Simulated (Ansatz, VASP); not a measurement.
## Two plane-wave programs on InGa2N3

```
CELL_PARAMETERS angstrom
4.90603 0.00000 0.00000
-2.45302 4.24875 0.00000
0.00000 0.00000 5.13628
ATOMIC_POSITIONS crystal
In 0.00000 0.00000 0.00000
Ga 0.33333 0.66667 0.50000
Ga 0.66667 0.33333 0.50000
N 0.50000 0.00000 0.50000
N 0.00000 0.50000 0.50000
N 0.50000 0.50000 0.50000
```

Alike in both runs: task relaxation of cell and atoms; functional PBE; k mesh 6 × 6 × 4; occupations gaussian, width 0.1 eV; no spin polarisation.

|  | VASP | Ansatz |
| --- | --- | --- |
| version | VASP 6.6.1 | Ansatz 0.2.0 |
| potentials or method | VASP PAW PBE potentials, release 64 (In_d, Ga_d, N), cutoff 600 eV | scalar-relativistic, plane waves, PAW |
| valence electrons in the cell | 54 | 54 |

|  | VASP | Ansatz | Ansatz less VASP |
| --- | --- | --- | --- |
| gap on the k mesh at the Fermi level, each at its own relaxed structure (eV) | none | none | - |
| relaxed volume (Å³/atom) | 18.48 | 18.83 | +0.353 |
| relaxed length of the cell vector where the two differ most in proportion (Å) | 6.243 | 6.283 | +0.0403 |

A gap of «none» marks a metal or a gap that the smearing closes.
